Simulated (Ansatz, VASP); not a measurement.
## One calculation of Al3Cu, two programs

```
Al Cu
1.0
     3.66233    0.00000    0.00000
     0.00000    4.22745    0.00000
     0.00000    0.00000    3.67486
Al Cu
3 1
Direct
  0.00000 0.50000 0.50000
  0.50000 0.00000 0.50000
  0.50000 0.50000 0.00000
  0.00000 0.00000 0.00000
```

Change from the starting cell: strain +e along x and -e along y -0.0733, strain +e along z and -e/2 along x and y -0.0467.

Alike in both runs: task single point; functional LDA; k mesh 10 × 10 × 10; occupations gaussian, width 0.15 eV; no spin polarisation.

|  | VASP | Ansatz |
| --- | --- | --- |
| version | VASP 6.6.1 | Ansatz 0.2.0 |
| potentials or method | VASP PAW LDA potentials, release 64 (Al, Cu), cutoff 520 eV | scalar-relativistic, plane waves, PAW |
| valence electrons in the cell | 20 | 28 |

Ansatz gave:

| Property | Result |
| --- | --- |
| gap on the k mesh at the Fermi level (eV) | none |
| pressure (GPa) | 2.2 |
| traceless stress, the component that is largest in VASP (GPa) | -9.06 |

**Question.** What did VASP give for the same quantities?

**Answer.** gap on the k mesh at the Fermi level (eV): none; pressure (GPa): 2.5; traceless stress, the component that is largest in VASP (GPa): -9.10.

Ansatz warns that its potentials were made for another functional, while VASP's fit it. LDA's correlation is that of Perdew and Zunger in VASP and of Perdew and Wang (1992) in Ansatz. A gap of «none» marks a metal or a gap that the smearing closes. VASP's potentials hold 20 valence electrons a cell and Ansatz's 28, so a difference there can come from the potentials and not from the codes.
